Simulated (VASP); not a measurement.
# MgO (Fm-3m) in VASP: a series of runs, part 2 of 2

VASP 6.6.1. The steps go on from the part before.

### 3 Single point, PBE+D3(BJ) (10.15 Å³/atom)

This run uses another cell than the first one, of 10.15 Å³/atom.

Input file INCAR:

```
SYSTEM = MgO
ALGO = Normal
EDIFF = 1E-6
ENCUT = 840
GGA = PE
GGA_COMPAT = .False.
ISIF = 2
ISMEAR = 0
IVDW = 12
LASPH = .True.
LCHARG = .True.
LELF = .True.
LREAL = .False.
LVHAR = .True.
LWAVE = .False.
NBANDS = 15
NELM = 120
PREC = Accurate
SIGMA = 0.02
```

Input file KPOINTS:

```
k-points
0
Gamma
  10 10 10
  0 0 0
```

Input file POSCAR:

```
MgO
1.0
    0.0000000000      2.1651408508      2.1651408508
    2.1651408508      0.0000000000      2.1651408508
    2.1651408508      2.1651408508      0.0000000000
Mg O
1 1
Direct
    0.0000000000      0.0000000000      0.0000000000
    0.5000000000      0.5000000000      0.5000000000
```

Potentials or basis: VASP PAW PBE potentials, release 64 (Mg_sv, O).

Command:

```bash
$ cat potpaw_PBE.64/Mg_sv/POTCAR potpaw_PBE.64/O/POTCAR > POTCAR
$ mpirun -np 1 vasp_std > vasp.out
```

OUTCAR:

```text
SYSTEM = MgO
   EDIFF = 1E-6
   ENCUT = 840
   GGA = PE
   ISIF = 2
   ISMEAR = 0
   IVDW = 12
   LASPH = .True.
   LREAL = .False.
   NELM = 120
   PREC = Accurate
 IVDW          = 12

 ion  position               nearest neighbor table
   1  0.000  0.000  0.000-
   2  0.500  0.500  0.500-

  LATTYP: Found a face centered cubic cell.
 ALAT       =     4.3302817016

  Lattice vectors:

 A1 = (   0.0000000000,   2.1651408508,   2.1651408508)
 A2 = (   2.1651408508,   0.0000000000,   2.1651408508)
 A3 = (   2.1651408508,   2.1651408508,   0.0000000000)

Analysis of symmetry for initial positions (statically):
=====================================================================
 Subroutine PRICEL returns:
 Original cell was already a primitive cell.

 Routine SETGRP: Setting up the symmetry group for a
 face centered cubic supercell.

 Subroutine GETGRP returns: Found 48 space group operations
 (whereof 48 operations were pure point group operations)
 out of a pool of 48 trial point group operations.

The static configuration has the point symmetry O_h .

Analysis of symmetry for dynamics (positions and initial velocities):
=====================================================================
 Subroutine PRICEL returns:
 Original cell was already a primitive cell.

 Routine SETGRP: Setting up the symmetry group for a
 face centered cubic supercell.

 Subroutine GETGRP returns: Found 48 space group operations
 (whereof 48 operations were pure point group operations)
 out of a pool of 48 trial point group operations.

The dynamic configuration has the point symmetry O_h .

 Subroutine INISYM returns: Found 48 space group operations
 (whereof 48 operations are pure point group operations),
 and found     1 'primitive' translations

----------------------------------------------------------------------------------------

                                     Primitive cell

  volume of cell :      20.2996

[... 117 lines left out ...]
   LEPSILON=     F    determine dielectric tensor
   LRPA    =     F    only Hartree local field effects (RPA)
 non-spin polarized calculation
 Gauss-broadening in eV      SIGMA  =   0.02
  energy-cutoff  :      840.00
  volume of cell :       20.30
 maximum number of plane-waves:      1139
 NGX is ok and might be reduce to    30
   NGX = 15   NGY = 15   NGZ = 15

 number of electron      16.0000003 magnetization

 Free energy of the ion-electron system (eV)
  ---------------------------------------------------
  ext. energy  EPLUGINS =         0.00000000
  ---------------------------------------------------
  free energy    TOTEN  =       -11.86345793 eV

  energy without entropy =      -11.86345793  energy(sigma->0) =      -11.86345793

 E-fermi :   2.4960     XC(G=0): -10.9805

 val. band max:        2.3449806566   @ k =   0.0000   0.0000   0.0000
 cond. band min:       6.3201039462   @ k =   0.0000   0.0000   0.0000
 fundamental gap:      3.9751232895
 Fermi energy:         2.4960494604

 k-point     1 :       0.0000    0.0000    0.0000
  band No.  band energies     occupation
      1     -70.2223      2.00000
      2     -36.9557      2.00000
      3     -36.9557      2.00000
      4     -36.9557      2.00000
      5     -14.5027      2.00000
      6       2.3450      2.00000
      7       2.3450      2.00000
      8       2.3450      2.00000
      9       6.3201      0.00000
     10      17.6766      0.00000
     11      17.6766      0.00000
     12      17.6766      0.00000
     13      21.3762      0.00000
     14      23.0647      0.00000
[... 401 lines left out ...]
      2     -36.9990      2.00000
      3     -36.9733      2.00000
      4     -36.9715      2.00000
      5     -13.4437      2.00000
      6      -0.9543      2.00000
      7       1.1634      2.00000
      8       1.3613      2.00000
      9      11.1183      0.00000
     10      12.2788      0.00000
     11      15.1082      0.00000
     12      19.4733      0.00000
     13      19.6659      0.00000
     14      26.2286      0.00000
     15      27.7190      0.00000

 [... further k-points ...]

------------------------ aborting loop because EDIFF is reached ----------------------------------------

 Edisp (eV)   -0.53830

 E8    (eV) :    -0.2107

  FORCE on cell =-STRESS in cart. coord.  units (eV):
  Direction    XX          YY          ZZ          XY          YZ          ZX
  --------------------------------------------------------------------------------------
  -------------------------------------------------------------------------------------
  Total      -1.45980    -1.45980    -1.45980     0.00000     0.00000     0.00000
  in kB    -115.21692  -115.21692  -115.21692     0.00000     0.00000     0.00000
  external pressure =     -115.22 kB  Pullay stress =        0.00 kB

 VOLUME and BASIS-vectors are now :
 -----------------------------------------------------------------------------
  energy-cutoff  :      840.00
  volume of cell :       20.30
      direct lattice vectors                 reciprocal lattice vectors
     0.000000000  2.165140851  2.165140851    -0.230931858  0.230931858  0.230931858
     2.165140851  0.000000000  2.165140851     0.230931858 -0.230931858  0.230931858
     2.165140851  2.165140851  0.000000000     0.230931858  0.230931858 -0.230931858

 POSITION                                       TOTAL-FORCE (eV/Angst)
 -----------------------------------------------------------------------------------
      0.00000      0.00000      0.00000         0.000000     -0.000000     -0.000000
      2.16514      2.16514      2.16514        -0.000000      0.000000      0.000000
 -----------------------------------------------------------------------------------
    total drift:                                0.000000      0.000000      0.000000

  FREE ENERGIE OF THE ION-ELECTRON SYSTEM (eV)
  ---------------------------------------------------
  free  energy   TOTEN  =       -12.4017601548 eV

  energy  without entropy=      -12.4017601548  energy(sigma->0) =      -12.40176015
```

Run time: 22 s. Hardware: 1 thread of Intel Xeon Platinum 8375C at 2.90GHz (Ice Lake), shared host; peak memory 0.19 GiB.

What came out:

| Quantity | Value |
| --- | --- |
| Free energy | -12.4018 eV |
| Pressure | -11.5 GPa |
| Band gap on the k mesh | 3.98 eV |
| Dispersion energy per atom | -0.269 eV |

Levels at points of the mesh, in eV from the valence-band top:
| k point | band 6 | band 7 | band 8 | band 9 | band 10 | band 11 |
| --- | --- | --- | --- | --- | --- | --- |
| (0.00, 0.00, 0.00) | 0.00 | 0.00 | 0.00 | 3.98 | 15.33 | 15.33 |
| (0.50, 0.00, 0.00) | -4.26 | -0.57 | -0.57 | 7.39 | 11.69 | 15.49 |
| (0.50, 0.50, 0.00) | -3.73 | -1.23 | -1.23 | 9.01 | 9.13 | 12.25 |

Caveat: the cell stands under tension.
